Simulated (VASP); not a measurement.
# GaN (Fm-3m) in VASP: a series of runs

Runs on GaN. Level: LDA. Tasks: single point.

Program: VASP 6.6.1. These are calculated values, not measurements. Logs are shortened: lines on timing, memory, paths and dates and some standing lists are left out, and cuts for length are marked.

## Step 1: The cell of the first run

It takes space group Fm-3m (No. 225, cubic). The conventional cell has a = 4.107 Å, b = 4.107 Å, c = 4.107 Å, α = 90.00°, β = 90.00°, γ = 90.00°. Ga (site symmetry m-3m) has 6 N at 2.05 Å within 2.7 Å. Within 2.7 Å of N (site symmetry m-3m) lie 6 Ga at 2.05 Å.

## Step 2: Single point, LDA (8.66 Å³/atom)

File INCAR:

```
PREC = Accurate
ENCUT = 1330
EDIFF = 1E-6
ISMEAR = 0
SIGMA = 0.02
LREAL = F
LASPH = T
NELM = 120
ALGO = Normal
ISIF = 2
LWAVE = F
LCHARG = F
NBANDS = 16
GGA_COMPAT = F
```

File KPOINTS:

```
Automatic mesh
0
Gamma
  12 12 12
```

File POSCAR:

```
GaN
1.0
    0.0000000000      2.0535000000      2.0535000000
    2.0535000000      0.0000000000      2.0535000000
    2.0535000000      2.0535000000      0.0000000000
Ga N
1 1
Direct
    0.0000000000      0.0000000000      0.0000000000
    0.5000000000      0.5000000000      0.5000000000
```

Potentials or basis: VASP PAW LDA potentials, release 64 (Ga_d, N_h).

On the command line:

```sh
cat potpaw_LDA.64/Ga_d/POTCAR potpaw_LDA.64/N_h/POTCAR > POTCAR
mpirun -np 1 vasp_std > vasp.out
```

OUTCAR:

```text
PREC = Accurate
   ENCUT = 1330
   EDIFF = 1E-6
   ISMEAR = 0
   LREAL = F
   LASPH = T
   NELM = 120
   ISIF = 2

 ion  position               nearest neighbor table
   1  0.000  0.000  0.000-   2 2.05   2 2.05   2 2.05   2 2.05   2 2.05   2 2.05
   2  0.500  0.500  0.500-   1 2.05   1 2.05   1 2.05   1 2.05   1 2.05   1 2.05

  LATTYP: Found a face centered cubic cell.
 ALAT       =     4.1070000000

  Lattice vectors:

 A1 = (   0.0000000000,   2.0535000000,   2.0535000000)
 A2 = (   2.0535000000,   0.0000000000,   2.0535000000)
 A3 = (   2.0535000000,   2.0535000000,   0.0000000000)

Analysis of symmetry for initial positions (statically):
=====================================================================
 Subroutine PRICEL returns:
 Original cell was already a primitive cell.

 Routine SETGRP: Setting up the symmetry group for a
 face centered cubic supercell.

 Subroutine GETGRP returns: Found 48 space group operations
 (whereof 48 operations were pure point group operations)
 out of a pool of 48 trial point group operations.

The static configuration has the point symmetry O_h .

Analysis of symmetry for dynamics (positions and initial velocities):
=====================================================================
 Subroutine PRICEL returns:
 Original cell was already a primitive cell.

 Routine SETGRP: Setting up the symmetry group for a
 face centered cubic supercell.

 Subroutine GETGRP returns: Found 48 space group operations
 (whereof 48 operations were pure point group operations)
 out of a pool of 48 trial point group operations.

The dynamic configuration has the point symmetry O_h .

 Subroutine INISYM returns: Found 48 space group operations
 (whereof 48 operations are pure point group operations),
 and found     1 'primitive' translations

----------------------------------------------------------------------------------------

                                     Primitive cell

  volume of cell :      17.3187

  direct lattice vectors                    reciprocal lattice vectors
     0.000000000  2.053500000  2.053500000    -0.243486730  0.243486730  0.243486730
     2.053500000  0.000000000  2.053500000     0.243486730 -0.243486730  0.243486730
     2.053500000  2.053500000  0.000000000     0.243486730  0.243486730 -0.243486730

  length of vectors
     2.904087550  2.904087550  2.904087550     0.421731387  0.421731387  0.421731387

  position of ions in fractional coordinates (direct lattice)
     0.000000000  0.000000000  0.000000000
[... 71 lines left out ...]
   ICHARG =      2    charge: 1-file 2-atom 10-const
   ISPIN  =      1    spin polarized calculation?
   LNONCOLLINEAR =      F non collinear calculations
   LSORBIT =      F    spin-orbit coupling
   LASPH  =      T    aspherical Exc in radial PAW
   ENCUT  = 1330.0 eV  97.75 Ry    9.89 a.u.   8.64  8.64  8.64*2*pi/ulx,y,z
   NELM   =    120;   NELMIN=  2; NELMDL= -5     # of ELM steps
   EDIFF  = 0.1E-05   stopping-criterion for ELM
   LREAL  =      F    real-space projection
[... 7 lines left out ...]
   TEBEG  =    0.0;   TEEND  =   0.0 temperature during run
   PSTRESS=    0.0 pullay stress
   NELECT =      18.0000    total number of electrons
   NUPDOWN=      -1.0000    fix difference up-down
   EMIN   =  10.00;   EMAX   =-10.00  energy-range for DOS
   EFERMI =   0.00;   METHOD = LEGACY
   ISMEAR =     0;   SIGMA  =   0.02  broadening in eV -4-tet -1-fermi 0-gaus
   EFERMI_NEDOS =   21; number of points for ismear=-14 and -15
   IALGO  =     38    algorithm
   IMIX   =      4    mixing-type and parameters
     AMIX     =   0.40;   BMIX     =  1.00
     AMIX_MAG =   1.60;   BMIX_MAG =  1.00
  volume/ion in A,a.u.               =       8.66        58.44
  Fermi-wavevector in a.u.,A,eV,Ry     =   1.658292  3.133717 37.415093  2.749932
  Thomas-Fermi vector in A             =   2.745898
   LORBIT       =      0    0 simple, 1 ext, 2 COOP (PROOUT), +10 PAW based schemes
   GGA     = CA    functional components
   LHFCALC =     F    Hartree Fock is set to
   AEXX    =    0.0000 exact exchange contribution
   IVDW    =     0    specifies the selected vdW correction
   LEPSILON=     F    determine dielectric tensor
   LRPA    =     F    only Hartree local field effects (RPA)
 non-spin polarized calculation
 Gauss-broadening in eV      SIGMA  =   0.02
  energy-cutoff  :     1330.00
  volume of cell :       17.32
 maximum number of plane-waves:      1932
   NGX = 17   NGY = 17   NGZ = 17

 number of electron      18.0000002 magnetization

 Free energy of the ion-electron system (eV)
  ---------------------------------------------------
  ext. energy  EPLUGINS =         0.00000000
  ---------------------------------------------------
  free energy    TOTEN  =       -13.03285047 eV

  energy without entropy =      -13.03285047  energy(sigma->0) =      -13.03285047

 E-fermi :   9.3841     XC(G=0): -14.0000

 val. band max:        9.2267650548   @ k =  -0.1667   0.1667   0.0000
 cond. band min:      10.2060272837   @ k =   0.5000   0.5000   0.0000
 fundamental gap:      0.9792622289
 Fermi energy:         9.3841435232

 k-point     1 :       0.0000    0.0000    0.0000
  band No.  band energies     occupation
      1      -8.8846      2.00000
      2      -4.8671      2.00000
      3      -4.8671      2.00000
      4      -4.8671      2.00000
      5      -4.7446      2.00000
      6      -4.7446      2.00000
[... 433 lines left out ...]
      3      -5.0036      2.00000
      4      -4.8076      2.00000
      5      -4.5892      2.00000
      6      -3.7210      2.00000
[... 8 lines left out ...]
     15      30.8840      0.00000
     16      31.3606      0.00000

 [... further k-points ...]

------------------------ aborting loop because EDIFF is reached ----------------------------------------

  FORCE on cell =-STRESS in cart. coord.  units (eV):
  Direction    XX          YY          ZZ          XY          YZ          ZX
  --------------------------------------------------------------------------------------
  -------------------------------------------------------------------------------------
  Total        1.8128084      1.8128084      1.8128084     -0.0000000      0.0000000     -0.0000000
  in kB      167.7059151    167.7059151    167.7059151     -0.0000000      0.0000000     -0.0000000
  external PRESSURE =     167.7059151 kB  Pullay stress =       0.0000000 kB

 VOLUME and BASIS-vectors are now :
 -----------------------------------------------------------------------------
  energy-cutoff  :     1330.00
  volume of cell :       17.32
      direct lattice vectors                 reciprocal lattice vectors
     0.000000000  2.053500000  2.053500000    -0.243486730  0.243486730  0.243486730
     2.053500000  0.000000000  2.053500000     0.243486730 -0.243486730  0.243486730
     2.053500000  2.053500000  0.000000000     0.243486730  0.243486730 -0.243486730

 POSITION                                       TOTAL-FORCE (eV/Angst)
 -----------------------------------------------------------------------------------
      0.00000      0.00000      0.00000         0.000000      0.000000     -0.000000
      2.05350      2.05350      2.05350         0.000000      0.000000      0.000000
 -----------------------------------------------------------------------------------
    total drift:                                0.000000      0.000000      0.000000

  FREE ENERGIE OF THE ION-ELECTRON SYSTEM (eV)
  ---------------------------------------------------
  free  energy   TOTEN  =       -13.0328504663 eV

  energy  without entropy=      -13.0328504663  energy(sigma->0) =      -13.03285047
```

Wall time 50 s (1 thread of Intel Xeon Platinum 8259CL at 2.50GHz (Skylake/Cascade Lake), shared host); peak memory 0.24 GiB.

Results:

- Free energy: -13.0329 eV
- Pressure: 16.8 GPa
- Band gap on the k mesh: 0.98 eV (least direct gap 3.98 eV)

Levels at points of the mesh, in eV from the valence-band top:
| k point | band 6 | band 7 | band 8 | band 9 | band 10 | band 11 | band 12 | band 13 |
| --- | --- | --- | --- | --- | --- | --- | --- | --- |
| (0.00, 0.00, 0.00) | -13.97 | -0.63 | -0.63 | -0.63 | 3.35 | 15.17 | 15.17 | 15.17 |
| (0.50, 0.00, 0.00) | -13.80 | -8.79 | -0.16 | -0.16 | 5.04 | 9.39 | 9.39 | 10.40 |
| (0.50, 0.50, 0.00) | -10.67 | -7.88 | -3.42 | -3.42 | 0.98 | 7.86 | 12.65 | 15.41 |

Caveat: the cell stands under pressure. A k mesh can miss the band edges.

## Step 3: Single point, LDA

This run uses another cell than the first one, of 8.77 Å³/atom.

File INCAR:

```
SYSTEM = GaN
PREC = Accurate
ENCUT = 1330
EDIFF = 1E-6
ISMEAR = 0
SIGMA = 0.05
LREAL = .False.
LASPH = .True.
NELM = 120
ALGO = Normal
ISIF = 2
LWAVE = .False.
LCHARG = .False.
GGA = CA
NBANDS = 16
GGA_COMPAT = .False.
```

File KPOINTS:

```
Automatic mesh
0
Gamma
  8 8 8
  0 0 0
```

File POSCAR:

```
GaN
1.0
    0.0000000000      2.0621386538      2.0621386538
    2.0621386538      0.0000000000      2.0621386538
    2.0621386538      2.0621386538      0.0000000000
Ga N
1 1
Direct
    0.0000000000      0.0000000000      0.0000000000
    0.5000000000      0.5000000000      0.5000000000
```

Potentials or basis: VASP PAW LDA potentials, release 64 (Ga_d, N_h).

On the command line:

```sh
cat potpaw_LDA.64/Ga_d/POTCAR potpaw_LDA.64/N_h/POTCAR > POTCAR
mpirun -np 1 vasp_std > vasp.out
```

Run time: 21 s. Hardware: 1 thread of Intel Xeon Platinum 8259CL at 2.50GHz (Skylake/Cascade Lake), shared host; peak memory 0.2 GiB.

Results (log left out):

| Item | Value |
| --- | --- |
| Free energy | -13.0519 eV |
| Pressure | 12.8 GPa |
| Band gap on the k mesh | 0.91 eV (least direct gap 3.81 eV) |

Levels at points of the mesh, in eV from the valence-band top:
```
           k point  band 5  band 6  band 7  band 8  band 9  band 10  band 11  band 12  band 13  band 14
(0.00, 0.00, 0.00)  -13.96  -13.96   -0.60   -0.60   -0.60     3.21    15.11    15.11    15.11    16.25
(0.50, 0.00, 0.00)  -13.80  -13.80   -8.71   -0.15   -0.15     5.00     9.34     9.34    10.24    16.96
(0.50, 0.50, 0.00)  -13.73  -10.68   -7.76   -3.35   -3.35     0.91     7.86    12.53    15.26    15.26
```

Caveat: the cell stands under pressure. A k mesh can miss the band edges.
